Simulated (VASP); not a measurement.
Input of a VASP 6.6.1 run:

File POSCAR:

```
CuO2
1.0
    0.0000000000      2.4618215478      2.4618215478
    2.4618215478      0.0000000000      2.4618215478
    2.4618215478      2.4618215478      0.0000000000
Cu O
1 2
Direct
    0.0000000000      0.0000000000      0.0000000000
    0.2500000000      0.2500000000      0.2500000000
    0.7500000000      0.7500000000      0.7500000000
```

INCAR.step1

```
PREC = Accurate
ENCUT = 600
ISMEAR = 0
SIGMA = 0.1
LREAL = F
LASPH = T
NELM = 150
ISPIN = 2
MAGMOM = 0.83 1.24 1.24
LMAXMIX = 4
LDAU = T
LDAUTYPE = 2
LDAUL = 2 -1
LDAUU = 4 0
LDAUJ = 0 0
GGA = PE
ALGO = Normal
EDIFF = 1E-4
LWAVE = T
LCHARG = F
```

Contents of INCAR.step2:

```
PREC = Accurate
ENCUT = 600
EDIFF = 1E-6
ISMEAR = 0
SIGMA = 0.1
LREAL = F
LASPH = T
NELM = 150
ALGO = Normal
ISIF = 3
LWAVE = F
LCHARG = F
ISPIN = 2
MAGMOM = 0.83 1.24 1.24
LORBIT = 11
LMAXMIX = 4
LDAU = T
LDAUTYPE = 2
LDAUL = 2 -1
LDAUU = 4 0
LDAUJ = 0 0
LDAUPRINT = 1
METAGGA = R2SCAN
LMIXTAU = T
IBRION = 2
NSW = 100
EDIFFG = -0.01
ISTART = 1
```

File KPOINTS:

```
Automatic mesh
0
Gamma
  14 14 14
```

Potentials or basis: VASP PAW PBE potentials, release 64 (Cu, O).

Launch:

```sh
$ cat potpaw_PBE.64/Cu/POTCAR potpaw_PBE.64/O/POTCAR > POTCAR
$ cp INCAR.step1 INCAR
$ mpirun -np 1 vasp_std > vasp.out
$ cp INCAR.step2 INCAR
$ mpirun -np 1 vasp_std > vasp.out
```

Question: Predict the band gap on the k mesh.

Answer: Zero (filled and empty bands overlap).

Question: Predict the site moments.

Answer: Cu +0.77; O +1.01 μB.

The path:
```
step  energy change (eV)  largest force (eV/Å)  pressure (GPa)  volume (Å³)
   1              0.0000                0.0000           -9.76        29.84
   2             -0.0585                0.0000            3.67        27.30
   3             -0.0646                0.0000            0.12        27.86
```

Caveat: the PAW data sets were made with another functional, which shifts forces and pressure a little; a cell with one magnetic atom can't hold antiferromagnetic order, which such compounds often take. The state reached can hang on the start; a lower one may exist.
